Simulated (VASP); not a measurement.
# TaN (Fm-3m) in VASP: a series of runs

The runs below take TaN through single point, with LDA.

All numbers are computed with VASP 6.6.1; they aren't measurements. Logs are shortened: lines on timing, memory, paths and dates and some standing lists are left out, and cuts for length are marked.

## Step 1: The cell of the first run

Symmetry: Fm-3m, No. 225, cubic system. Conventional cell: a = 4.429 Å, b = 4.429 Å, c = 4.429 Å, α = 90.00°, β = 90.00°, γ = 90.00°. Ta (site symmetry m-3m) has 6 N at 2.21 Å within 2.9 Å. N (site symmetry m-3m) has 6 Ta at 2.21 Å within 2.9 Å.

## Step 2: Single point, LDA, non-collinear spin, zero start, spin-orbit coupling (10.86 Å³/atom)

The input, INCAR:

```
ALGO = Normal
EDIFF = 1E-6
ENCUT = 700
GGA_COMPAT = False
ISIF = 2
ISMEAR = 0
LASPH = True
LCHARG = False
LMAXMIX = 4
LORBIT = 11
LORBMOM = True
LREAL = False
LSORBIT = True
LWAVE = False
MAGMOM = 0 0 0 0 0 0
NBANDS = 30
NELM = 200
PREC = Accurate
SIGMA = 0.05
```

The input, KPOINTS:

```
k-points
0
Gamma
  8 8 8
```

The input, POSCAR:

```
TaN
1.0
    0.0000000000      2.2147289931      2.2147289931
    2.2147289931      0.0000000000      2.2147289931
    2.2147289931      2.2147289931      0.0000000000
Ta N
1 1
Direct
    0.5000000000      0.5000000000      0.5000000000
    0.0000000000      0.0000000000      0.0000000000
```

Potentials or basis: VASP PAW LDA potentials, release 64 (Ta_sv_GW, N).

Run with:

```bash
$ cat potpaw_LDA.64/Ta_sv_GW/POTCAR potpaw_LDA.64/N/POTCAR > POTCAR
$ mpirun -np 1 vasp_ncl > vasp.out
```

OUTCAR:

```text
EDIFF = 1E-6
   ENCUT = 700
   ISIF = 2
   ISMEAR = 0
   LASPH = True
   LORBIT = 11
   LREAL = False
   LSORBIT = True
   NELM = 200
   PREC = Accurate

 ion  position               nearest neighbor table
   1  0.500  0.500  0.500-   2 2.21   2 2.21   2 2.21   2 2.21   2 2.21   2 2.21
   2  0.000  0.000  0.000-   1 2.21   1 2.21   1 2.21   1 2.21   1 2.21   1 2.21

  LATTYP: Found a face centered cubic cell.
 ALAT       =     4.4294579862

  Lattice vectors:

 A1 = (   0.0000000000,   2.2147289931,   2.2147289931)
 A2 = (   2.2147289931,   0.0000000000,   2.2147289931)
 A3 = (   2.2147289931,   2.2147289931,   0.0000000000)

Analysis of symmetry for initial positions (statically):
=====================================================================
 Subroutine PRICEL returns:
 Original cell was already a primitive cell.

 Routine SETGRP: Setting up the symmetry group for a
 face centered cubic supercell.

 Subroutine GETGRP returns: Found 48 space group operations
 (whereof 48 operations were pure point group operations)
 out of a pool of 48 trial point group operations.

The static configuration has the point symmetry O_h .

Analysis of symmetry for dynamics (positions and initial velocities):
=====================================================================
 Subroutine PRICEL returns:
 Original cell was already a primitive cell.

 Routine SETGRP: Setting up the symmetry group for a
 face centered cubic supercell.

 Subroutine GETGRP returns: Found 48 space group operations
 (whereof 48 operations were pure point group operations)
 out of a pool of 48 trial point group operations.

The dynamic configuration has the point symmetry O_h .

Analysis of structural, dynamic, and magnetic symmetry:
=====================================================================
 Subroutine PRICEL returns:
 Original cell was already a primitive cell.

 Routine SETGRP: Setting up the symmetry group for a
 face centered cubic supercell.

 Subroutine GETGRP returns: Found 48 space group operations
 (whereof 48 operations were pure point group operations)
 out of a pool of 48 trial point group operations.

The overall configuration has the point symmetry O_h .

 Subroutine INISYM returns: Found 48 space group operations
 (whereof 48 operations are pure point group operations),
 and found     1 'primitive' translations

----------------------------------------------------------------------------------------

                                     Primitive cell

  volume of cell :      21.7266

  direct lattice vectors                    reciprocal lattice vectors
     0.000000000  2.214728993  2.214728993    -0.225761256  0.225761256  0.225761256
     2.214728993  0.000000000  2.214728993     0.225761256 -0.225761256  0.225761256
     2.214728993  2.214728993  0.000000000     0.225761256  0.225761256 -0.225761256

  length of vectors
     3.132099779  3.132099779  3.132099779     0.391029966  0.391029966  0.391029966

  position of ions in fractional coordinates (direct lattice)
     0.500000000  0.500000000  0.500000000
     0.000000000  0.000000000  0.000000000

  ion indices of the primitive-cell ions
   primitive index   ion index
                 1           1
                 2           2

----------------------------------------------------------------------------------------

 KPOINTS: k-points

Automatic generation of k-mesh.
 Grid dimensions read from file:
 generate k-points for:    8    8    8

 Generating k-lattice:

  Cartesian coordinates                     Fractional coordinates (reciprocal lattice)
    -0.028220157  0.028220157  0.028220157     0.125000000  0.000000000  0.000000000
     0.028220157 -0.028220157  0.028220157     0.000000000  0.125000000  0.000000000
     0.028220157  0.028220157 -0.028220157     0.000000000  0.000000000  0.125000000

  Length of vectors
     0.048878746  0.048878746  0.048878746

  Shift w.r.t. Gamma in fractional coordinates (k-lattice)
     0.000000000  0.000000000  0.000000000

 Subroutine IBZKPT returns following result:
 ===========================================

 Found     29 irreducible k-points:

 Following reciprocal coordinates:
            Coordinates               Weight
  0.000000  0.000000  0.000000      1.000000
[... 48 lines left out ...]
   ISIF   =      2    stress and relaxation
   ISYM   =      2    0-nonsym 1-usesym 2-fastsym
   POTIM  = 0.5000    time-step for ionic-motion
   TEBEG  =    0.0;   TEEND  =   0.0 temperature during run
   PSTRESS=    0.0 pullay stress
   NELECT =      18.0000    total number of electrons
   NUPDOWN=      -1.0000    fix difference up-down
   EMIN   =  10.00;   EMAX   =-10.00  energy-range for DOS
   EFERMI =   0.00;   METHOD = LEGACY
   ISMEAR =     0;   SIGMA  =   0.05  broadening in eV -4-tet -1-fermi 0-gaus
   EFERMI_NEDOS =   21; number of points for ismear=-14 and -15
   IALGO  =     38    algorithm
   IMIX   =      4    mixing-type and parameters
     AMIX     =   0.40;   BMIX     =  1.00
     AMIX_MAG =   1.60;   BMIX_MAG =  1.00
  volume/ion in A,a.u.               =      10.86        73.31
  Fermi-wavevector in a.u.,A,eV,Ry     =   1.537571  2.905587 32.165852  2.364123
  Thomas-Fermi vector in A             =   2.644061
   LORBIT       =     11    0 simple, 1 ext, 2 COOP (PROOUT), +10 PAW based schemes
   GGA     = CA    functional components
   LHFCALC =     F    Hartree Fock is set to
   AEXX    =    0.0000 exact exchange contribution
   IVDW    =     0    specifies the selected vdW correction
   LEPSILON=     F    determine dielectric tensor
   LRPA    =     F    only Hartree local field effects (RPA)
 Gauss-broadening in eV      SIGMA  =   0.05
  energy-cutoff  :      700.00
  volume of cell :       21.73
 maximum number of plane-waves:      1882
   NGX = 13   NGY = 13   NGZ = 13

 number of electron      18.0000000 magnetization       0.0000000      0.0000000      0.0000000

 number of electron      18.0000000 magnetization      -0.0000000     -0.0000000      0.0000000

 number of electron      18.0000000 magnetization       0.0000000      0.0000000     -0.0000000

 Free energy of the ion-electron system (eV)
  ---------------------------------------------------
  ext. energy  EPLUGINS =         0.00000000
  ---------------------------------------------------
  free energy    TOTEN  =       -27.99502973 eV

  energy without entropy =      -27.99400590  energy(sigma->0) =      -27.99451782

 E-fermi :  13.1369     XC(G=0): -13.9367

 val. band max:       13.0995486299   @ k =  -0.1250   0.1250   0.0000
 cond. band min:      13.1887993937   @ k =   0.0000   0.0000   0.0000
 fundamental gap:      0.0892507638
 Fermi energy:        13.1368987930

 k-point     1 :       0.0000    0.0000    0.0000
  band No.  band energies     occupation
      1     -55.9881      1.00000
      2     -55.9881      1.00000
      3     -28.0414      1.00000
      4     -28.0414      1.00000
      5     -19.9430      1.00000
      6     -19.9430      1.00000
[... 781 lines left out ...]
     29      23.0678      0.00000
     30      23.0678      0.00000

 [... further k-points ...]

------------------------ aborting loop because EDIFF is reached ----------------------------------------

  FORCE on cell =-STRESS in cart. coord.  units (eV):
  Direction    XX          YY          ZZ          XY          YZ          ZX
  --------------------------------------------------------------------------------------
  -------------------------------------------------------------------------------------
  Total       -2.3156342     -2.3156342     -2.3156342      0.0000000      0.0000000     -0.0000000
  in kB     -170.7610343   -170.7610343   -170.7610343      0.0000000      0.0000000     -0.0000000
  external PRESSURE =    -170.7610343 kB  Pullay stress =       0.0000000 kB

 VOLUME and BASIS-vectors are now :
 -----------------------------------------------------------------------------
  energy-cutoff  :      700.00
  volume of cell :       21.73
      direct lattice vectors                 reciprocal lattice vectors
     0.000000000  2.214728993  2.214728993    -0.225761256  0.225761256  0.225761256
     2.214728993  0.000000000  2.214728993     0.225761256 -0.225761256  0.225761256
     2.214728993  2.214728993  0.000000000     0.225761256  0.225761256 -0.225761256

 POSITION                                       TOTAL-FORCE (eV/Angst)
 -----------------------------------------------------------------------------------
      2.21473      2.21473      2.21473        -0.000000      0.000000      0.000000
      0.00000      0.00000      0.00000         0.000000     -0.000000     -0.000000
 -----------------------------------------------------------------------------------
    total drift:                                0.000000      0.000000      0.000000

  FREE ENERGIE OF THE ION-ELECTRON SYSTEM (eV)
  ---------------------------------------------------
  free  energy   TOTEN  =       -27.9950297323 eV

  energy  without entropy=      -27.9940059025  energy(sigma->0) =      -27.99451782

 orbital moment (x)

 # of ion     p       d       f       tot
 ------------------------------------------------
  1         0.000   0.000   0.000   0.000
  2         0.000   0.000   0.000   0.000
 ------------------------------------------------
            0.000   0.000   0.000   0.000

 orbital moment (y)

 # of ion     p       d       f       tot
 ------------------------------------------------
  1         0.000  -0.000  -0.000  -0.000
  2         0.000   0.000   0.000   0.000
 ------------------------------------------------
            0.000  -0.000  -0.000  -0.000

 orbital moment (z)

 # of ion     p       d       f       tot
 ------------------------------------------------
  1         0.000   0.000   0.000   0.000
  2         0.000   0.000   0.000   0.000
 ------------------------------------------------
            0.000   0.000   0.000   0.000

 Spin-Orbit-Coupling matrix elements

 Ion:    1  E_soc:     -2.8187569
 l=   1
     0.0000000    -0.4509722    -0.4509722
    -0.4509722     0.0000000    -0.4509722
    -0.4509722    -0.4509722     0.0000000
 l=   2
     0.0000000    -0.0052329     0.0000000    -0.0052329    -0.0135511
    -0.0052329     0.0000000    -0.0101633    -0.0052329    -0.0033878
     0.0000000    -0.0101633     0.0000000    -0.0101633     0.0000000
    -0.0052329    -0.0052329    -0.0101633     0.0000000    -0.0033878
    -0.0135511    -0.0033878     0.0000000    -0.0033878     0.0000000
 l=   3
     0.0000000     0.0000001     0.0000000     0.0000000     0.0000000     0.0000010    -0.0000429
     0.0000001     0.0000000     0.0000002     0.0000000     0.0000002     0.0000003     0.0000001
     0.0000000     0.0000002     0.0000000    -0.0000284     0.0000060    -0.0000096     0.0000000
     0.0000000     0.0000000    -0.0000284     0.0000000    -0.0000284     0.0000000     0.0000000
     0.0000000     0.0000002     0.0000060    -0.0000284     0.0000000    -0.0000096     0.0000000
     0.0000010     0.0000003    -0.0000096     0.0000000    -0.0000096     0.0000000     0.0000010
    -0.0000429     0.0000001     0.0000000     0.0000000     0.0000000     0.0000010     0.0000000

 Ion:    2  E_soc:     -0.0004869
 l=   1
     0.0000000    -0.0000811    -0.0000811
    -0.0000811     0.0000000    -0.0000811
    -0.0000811    -0.0000811     0.0000000
 l=   2
     0.0000000     0.0000000     0.0000000     0.0000000     0.0000000
     0.0000000     0.0000000     0.0000000     0.0000000     0.0000000
     0.0000000     0.0000000     0.0000000     0.0000000     0.0000000
     0.0000000     0.0000000     0.0000000     0.0000000     0.0000000
     0.0000000     0.0000000     0.0000000     0.0000000     0.0000000
 l=   3
     0.0000000     0.0000000     0.0000000     0.0000000     0.0000000     0.0000000     0.0000000
     0.0000000     0.0000000     0.0000000     0.0000000     0.0000000     0.0000000     0.0000000
     0.0000000     0.0000000     0.0000000     0.0000000     0.0000000     0.0000000     0.0000000
     0.0000000     0.0000000     0.0000000     0.0000000     0.0000000     0.0000000     0.0000000
     0.0000000     0.0000000     0.0000000     0.0000000     0.0000000     0.0000000     0.0000000
     0.0000000     0.0000000     0.0000000     0.0000000     0.0000000     0.0000000     0.0000000
     0.0000000     0.0000000     0.0000000     0.0000000     0.0000000     0.0000000     0.0000000

 total charge

# of ion       s       p       d       f       tot
--------------------------------------------------
    1        2.977   6.038   2.406   0.125  11.545
    2        1.209   2.487   0.000   0.000   3.696
--------------------------------------------------
tot          4.186   8.526   2.406   0.125  15.241

 magnetization (x)

# of ion       s       p       d       f       tot
--------------------------------------------------
    1        0.000   0.000   0.000   0.000   0.000
    2       -0.000  -0.000   0.000   0.000  -0.000
--------------------------------------------------
tot         -0.000  -0.000   0.000   0.000  -0.000

 magnetization (y)

# of ion       s       p       d       f       tot
--------------------------------------------------
    1        0.000   0.000   0.000   0.000   0.000
    2       -0.000   0.000   0.000   0.000  -0.000
--------------------------------------------------
tot          0.000   0.000   0.000   0.000   0.000

 magnetization (z)

# of ion       s       p       d       f       tot
--------------------------------------------------
    1       -0.000   0.000   0.000   0.000  -0.000
    2        0.000   0.000   0.000   0.000   0.000
--------------------------------------------------
tot         -0.000   0.000   0.000   0.000  -0.000
```

Wall time 58 s (1 thread of Intel Xeon Platinum 8259CL at 2.50GHz (Skylake/Cascade Lake), shared host); peak memory 0.23 GiB.

What came out:

- Free energy: -27.9950 eV
- Pressure: -17.1 GPa
- Net moment: 0.00 μB per cell
- Valence electrons inside the program's atomic spheres: Ta 11.54; N 3.70

Moments on the atoms (μB; x, y, z):
```
Ta  0.00 0.00 0.00
N   0.00 0.00 0.00
```

Caveat: the cell stands under tension.

## Step 3: Single point, LDA

This run uses another cell than the first one, of 10.35 Å³/atom.

The input, INCAR:

```
PREC = Accurate
ENCUT = 700
EDIFF = 1E-6
ISMEAR = 0
SIGMA = 0.05
LREAL = False
LASPH = True
NELM = 120
ALGO = Normal
ISIF = 2
LWAVE = False
LCHARG = True
LELF = True
LVHAR = True
NBANDS = 16
GGA_COMPAT = False
```

The input, KPOINTS:

```
Automatic mesh
0
Gamma
  14 14 14
```

The input, POSCAR:

```
TaN
1.0
    0.0000000000      2.1790013101      2.1790013101
    2.1790013101      0.0000000000      2.1790013101
    2.1790013101      2.1790013101      0.0000000000
Ta N
1 1
Direct
    0.5000000000      0.5000000000      0.5000000000
    0.0000000000      0.0000000000      0.0000000000
```

Potentials or basis: VASP PAW LDA potentials, release 64 (Ta_sv_GW, N).

Run with:

```bash
$ cat potpaw_LDA.64/Ta_sv_GW/POTCAR potpaw_LDA.64/N/POTCAR > POTCAR
$ mpirun -np 1 vasp_std > vasp.out
```

It took 46 s on 1 thread of Intel Xeon Platinum 8259CL at 2.50GHz (Skylake/Cascade Lake), shared host; peak memory 0.19 GiB.

Results (log left out):

```yaml
Free_energy: -26.6695 eV
Pressure: -1.4 GPa
Band_gap_on_the_k_mesh: zero (bands 9 and 10 overlap by 4.17 eV)
```

Levels at points of the mesh, in eV from the Fermi level:
| k point | band 6 | band 7 | band 8 | band 9 | band 10 | band 11 | band 12 | band 13 |
| --- | --- | --- | --- | --- | --- | --- | --- | --- |
| (0.00, 0.00, 0.00) | -3.80 | -3.80 | -3.80 | -2.16 | -2.16 | -2.16 | 0.05 | 0.05 |
| (0.50, 0.00, 0.00) | -10.51 | -7.72 | -7.72 | 2.01 | 2.01 | 2.12 | 4.05 | 7.84 |
| (0.50, 0.50, 0.00) | -6.54 | -5.61 | -4.58 | -4.58 | 2.19 | 3.73 | 3.73 | 4.96 |

Caveat: spin-orbit coupling is left out, which moves the levels of the heavy elements.

The gap in the log of VASP goes by the Fermi energy; the results here count the filled bands.